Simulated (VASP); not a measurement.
Input of a VASP 6.6.1 run:

File INCAR:

```
PREC     = Accurate       # precision mode
ENCUT    = 520            # plane-wave cutoff, eV
EDIFF    = 1E-6           # SCF threshold, eV
ISMEAR   = 1              # smearing method
SIGMA    = 0.1            # smearing width, eV
LREAL    = False          # projectors in reciprocal space
LASPH    = True           # aspherical terms in the spheres
NELM     = 80             # most SCF steps
ALGO     = Normal         # electronic algorithm
ISIF     = 2              # what is computed and relaxed
LWAVE    = False          # write WAVECAR
LCHARG   = True           # write CHGCAR
GGA      = PE             # functional
LELF     = True           # ELF
LVHAR    = True         
NBANDS   = 11             # bands
```

The input KPOINTS:

```
Automatic mesh
0
Gamma
  13 13 7
```

The input POSCAR:

```
Si
1.0
    2.4440000000      0.0000000000      0.0000000000
   -1.2220000000      2.1165660000      0.0000000000
    0.0000000000      0.0000000000      4.1520000000
Si
2
Direct
    0.3333333333      0.6666666667      0.2500000000
    0.6666666667      0.3333333333      0.7500000000
```

Potentials or basis: VASP PAW PBE potentials, release 64 (Si).

Run with:

```sh
$ cat potpaw_PBE.64/Si/POTCAR > POTCAR
$ mpirun -np 1 vasp_std > vasp.out
```

Task: Estimate the band gap on the k mesh.

Result: Zero (band 4 reaches 26.05 eV, above the bottom of band 5 at 11.40 eV).

Task: Predict the pressure.

Result: 49.3 GPa.

Stress tensor (GPa, compression positive):
```
50.29  0.00  0.00
 0.00 50.29  0.00
 0.00  0.00 47.36
```
